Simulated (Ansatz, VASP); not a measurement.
# Hf2O: VASP beside Ansatz

The input POSCAR:

```
Hf2O
1.0
    3.1808619263      0.0000000000      0.0000000000
   -1.5904309632      2.7547072341      0.0000000000
    0.0000000000      0.0000000000     11.0445434174
Hf O
4 2
Direct
    0.6666666667      0.3333333333      0.8997311427
    0.3333333333      0.6666666667      0.3997311427
    0.6666666667      0.3333333333      0.6002688573
    0.3333333333      0.6666666667      0.1002688573
    0.0000000000      0.0000000000      0.7500000000
    0.0000000000      0.0000000000      0.2500000000
```

File INCAR.step1:

```
SYSTEM = Hf2O
PREC = Accurate ; ENCUT = 600
ISMEAR = 0 ; SIGMA = 0.1
LREAL = .False. ; LASPH = .True.
NELM = 100 ; GGA = PE
ALGO = Normal ; EDIFF = 1E-4
LWAVE = .True. ; LCHARG = .False.
```

Contents of INCAR.step2:

```
SYSTEM = Hf2O
PREC = Accurate ; ENCUT = 600
EDIFF = 1E-6 ; ISMEAR = 0
SIGMA = 0.1 ; LREAL = .False.
LASPH = .True. ; NELM = 100
ALGO = Normal ; ISIF = 3
LWAVE = .False. ; LCHARG = .False.
METAGGA = R2SCAN ; LMIXTAU = .True.
IBRION = 2 ; NSW = 80
EDIFFG = -0.05 ; ISTART = 1
```

File KPOINTS:

```
Automatic mesh
0
Gamma
  6 6 2
  0 0 0
```

Input for Ansatz:

```yaml
crystal:
  lattice:
    - [3.1808619263, 0.0, 0.0]
    - [-1.5904309632, 2.7547072341, 0.0]
    - [0.0, 0.0, 11.0445434174]
  atoms:
    - { symbol: Hf, position: [0.6666666667, 0.3333333333, 0.8997311427] }
    - { symbol: Hf, position: [0.3333333333, 0.6666666667, 0.3997311427] }
    - { symbol: Hf, position: [0.6666666667, 0.3333333333, 0.6002688573] }
    - { symbol: Hf, position: [0.3333333333, 0.6666666667, 0.1002688573] }
    - { symbol: O, position: [0.0, 0.0, 0.75] }
    - { symbol: O, position: [0.0, 0.0, 0.25] }
basis:
  ecutwfc: 500
kpoints:
  mp_grid: { grid: [6, 6, 2] }
hamiltonian:
  xc: r2scan
scf:
  occupations: { method: gaussian, width: 0.1 }
output:
  forces: true
  stress: true
  eigenvalues: true
relax:
  adjacent_minimum: "off"
  f_tol: 0.05
  max_steps: 60
  cell: { stress_tol: 0.5 }
```

Alike in both runs: task relaxation of cell and atoms; functional r2SCAN; k mesh 6 × 6 × 2; occupations gaussian, width 0.1 eV; no spin polarisation.

|  | VASP | Ansatz |
| --- | --- | --- |
| version | VASP 6.6.1 | Ansatz 0.2.0 |
| potentials or method | VASP PAW PBE potentials, release 64 (Hf_pv, O), cutoff 600 eV | scalar-relativistic, plane waves, PAW |
| valence electrons in the cell | 52 | 116 |

VASP gave:

| Property | Result |
| --- | --- |
| gap on the k mesh at the Fermi level, each at its own relaxed structure (eV) | none |
| relaxed volume (Å³/atom) | 15.34 |
| relaxed length of the cell vector where the two differ most in proportion (Å) | 10.788 |

Problem. Estimate Ansatz's values.

Solution. gap on the k mesh at the Fermi level, each at its own relaxed structure (eV): none; relaxed volume (Å³/atom): 15.48; relaxed length of the cell vector where the two differ most in proportion (Å): 10.822.

VASP's potentials were made for PBE, not for r2SCAN. A gap of «none» marks a metal or a gap that the smearing closes. VASP's potentials hold 52 valence electrons a cell and Ansatz's 116, so a difference there can come from the potentials and not from the codes.

The k mesh is coarse, so the values compare programs but aren't converged. Spin-orbit coupling is off throughout.
